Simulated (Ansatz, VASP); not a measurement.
**One calculation of HfO2, two programs**

```xyz
3
Lattice="0.0000 2.5487 2.5487 2.5487 0.0000 2.5487 2.5487 2.5487 0.0000" Properties=species:S:1:pos:R:3 pbc="T T T"
Hf    0.0000    0.0000    0.0000
O     1.2743    1.2743    1.2743
O     3.8230    3.8230    3.8230
```

Alike in both runs: functional PBE; k mesh 8 × 8 × 8; occupations gaussian, width 0.02 eV; no spin polarisation.

Ansatz relaxed the structure, and its values are those at the end. VASP's run is a single point on that final structure, the one shown.

|  | VASP | Ansatz |
| --- | --- | --- |
| version | VASP 6.6.1 | Ansatz 0.2.0 |
| potentials or method | VASP PAW PBE potentials, release 64 (Hf_pv, O) | scalar-relativistic, plane waves, norm-conserving pseudopotentials |
| plane-wave cutoff (eV) | 600 | 1240 |
| valence electrons in the cell | 22 | 38 |

```tsv
	VASP	Ansatz	Ansatz less VASP
gap on the k mesh at the Fermi level (eV)	3.76	3.74	-0.017
least direct gap on the mesh (eV)	3.76	3.74	-0.017
pressure (GPa)	-3.8	0.0	+3.83
```

With one functional, cell and mesh, what is left measures potentials, basis and numerics. VASP's potentials hold 22 valence electrons a cell and Ansatz's 38, so a difference there can come from the potentials and not from the codes.

Spin-orbit coupling is off throughout.
